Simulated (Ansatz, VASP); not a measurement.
Two plane-wave programs on BaTiO3

File POSCAR:

```
BaTiO3
1.0
    3.9767834700      3.9658975900      0.0000000000
    0.0217321400      3.9767339400      3.9658876800
    3.9767834700      0.0108363500      3.9658876800
Ba Ti O
2 2 6
Direct
    0.0000000000      0.0000000000      0.0000000000
    0.5000000000      0.5000000000      0.5000000000
    0.2426500000      0.2426500000      0.2426500000
    0.7426500000      0.7426500000      0.7426500000
    0.4995500000      0.0092500000      0.0092500000
    0.9995500000      0.5092500000      0.5092500000
    0.0092500000      0.4995500000      0.0092500000
    0.5092500000      0.9995500000      0.5092500000
    0.0092500000      0.0092500000      0.4995500000
    0.5092500000      0.5092500000      0.9995500000
```

Contents of INCAR.step1:

```
SYSTEM = BaTiO3
ALGO = Normal ; EDIFF = 1E-4
ENCUT = 520 ; GGA = PE
ISMEAR = -1 ; LASPH = .True.
LCHARG = .False. ; LREAL = .False.
LWAVE = .True. ; NBANDS = 51
NELM = 60 ; PREC = Accurate
SIGMA = 0.1
```

File INCAR.step2:

```
SYSTEM = BaTiO3
ALGO = Normal ; EDIFF = 1E-6
ENCUT = 520 ; ISIF = 2
ISMEAR = -1 ; ISTART = 1
LASPH = .True. ; LCHARG = .False.
LMIXTAU = .True. ; LREAL = .False.
LWAVE = .False. ; METAGGA = R2SCAN
NBANDS = 51 ; NELM = 60
PREC = Accurate ; SIGMA = 0.1
```

KPOINTS

```
k-points
0
Gamma
  6 6 6
  0 0 0
```

Input for Ansatz:

```yaml
crystal:
  lattice:
    - [3.97678347, 3.96589759, 0.0]
    - [0.02173214, 3.97673394, 3.96588768]
    - [3.97678347, 0.01083635, 3.96588768]
  atoms:
    - { symbol: Ba, position: [0.0, 0.0, 0.0] }
    - { symbol: Ba, position: [0.5, 0.5, 0.5] }
    - { symbol: Ti, position: [0.24265, 0.24265, 0.24265] }
    - { symbol: Ti, position: [0.74265, 0.74265, 0.74265] }
    - { symbol: O, position: [0.49955, 0.00925, 0.00925] }
    - { symbol: O, position: [0.99955, 0.50925, 0.50925] }
    - { symbol: O, position: [0.00925, 0.49955, 0.00925] }
    - { symbol: O, position: [0.50925, 0.99955, 0.50925] }
    - { symbol: O, position: [0.00925, 0.00925, 0.49955] }
    - { symbol: O, position: [0.50925, 0.50925, 0.99955] }
  symmetry: { tolerance: 0.0003 }
kpoints:
  mp_grid: { grid: [6, 6, 6], shift: [0, 0, 0] }
  band_path:
    path:
      - [0.0, 0.0, 0.0]
      - [1.0, 1.0, 1.0]
      - [1.0, 0.99727507, 1.00272493]
      - [0.00272493, 0.0, 0.99727507]
      - [0.5, 0.0, 0.5]
      - [0.0, 0.0, 0.0]
      - [0.0, -0.49863753, 0.49863753]
      - [0.50136247, 0.49863753, 1.0]
      - [0.5, 0.5, 1.0]
      - [0.0, 0.0, 0.0]
    npoints: 6
magnetization:
  spin_polarized: false
scf:
  occupations: { method: fermi_dirac }
  lower_state_search: "off"
  max_iter: 200
hamiltonian:
  pseudopotentials: { kind: paw }
  xc: r2scan
basis:
  ecutwfc: 500
  fft_grid_basis: typed
output:
  forces: true
  stress: true
  eigenvalues: true
  bader: true
  populations: true
  elf: true
  write_potential: true
  volumetric_format: npy
  dos:
    e_range: [-12, 8]
    de: 0.05
    projected: { site_lists: { Ba: [Ba], O: [O], Ti: [Ti] } }
checkpoint:
  read: saved_state
```

Alike in both runs: task single point; functional r2SCAN; k mesh 6 × 6 × 6; no spin polarisation.

|  | VASP | Ansatz |
| --- | --- | --- |
| version | VASP 6.6.1 | Ansatz 0.2.0 |
| potentials or method | VASP PAW PBE potentials, release 64 (Ba_sv, Ti_sv, O), cutoff 520 eV | PAW plane waves |
| occupations | fermi-dirac, width 0.1 eV | fermi-dirac |
| valence electrons in the cell | 80 | 80 |

```csv
,VASP,Ansatz,Ansatz less VASP
pressure (GPa),9.8,7.6,-2.24
"traceless stress, the component that is largest in VASP (GPa)",-0.20,-0.15,+0.050
rms of the force components (eV/Å),0.233,0.172,-0.0604
```

VASP's potentials were made for PBE, not for r2SCAN. Atom by atom the forces differ by 0.064 eV/Å (rms over components). Ansatz's warnings: structure snapped to symmetry.

Spin-orbit coupling is off throughout.
